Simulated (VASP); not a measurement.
Here is a VASP 6.6.1 calculation.

Contents of INCAR:

```
PREC     = Accurate       # precision mode
ENCUT    = 520            # plane-wave cutoff, eV
EDIFF    = 1E-7           # SCF threshold, eV
ISMEAR   = -1             # smearing method
SIGMA    = 0.1            # smearing width, eV
LREAL    = F              # projectors in reciprocal space
LASPH    = T              # aspherical terms in the spheres
NELM     = 100            # most SCF steps
ALGO     = Normal         # electronic algorithm
ISIF     = 2              # what is computed and relaxed
LWAVE    = F              # write WAVECAR
LCHARG   = F              # write CHGCAR
GGA      = PE             # functional
NBANDS   = 12             # bands
```

File KPOINTS:

```
regular mesh
0
Gamma
  14 14 14
```

POSCAR

```
Y
1.0
    3.2680538330      0.0000000000      0.0000000000
    0.0000000000      3.2680538330      0.0000000000
    0.0000000000      0.0000000000      3.2680538330
Y
1
Direct
    0.0000000000      0.0000000000      0.0000000000
```

Potentials or basis: VASP PAW PBE potentials, release 64 (Y_sv).

Run with:

```bash
$ cat potpaw_PBE.64/Y_sv/POTCAR > POTCAR
$ mpirun -np 1 vasp_std > vasp.out
```

Q: Estimate the pressure.

A: 0.0 GPa.
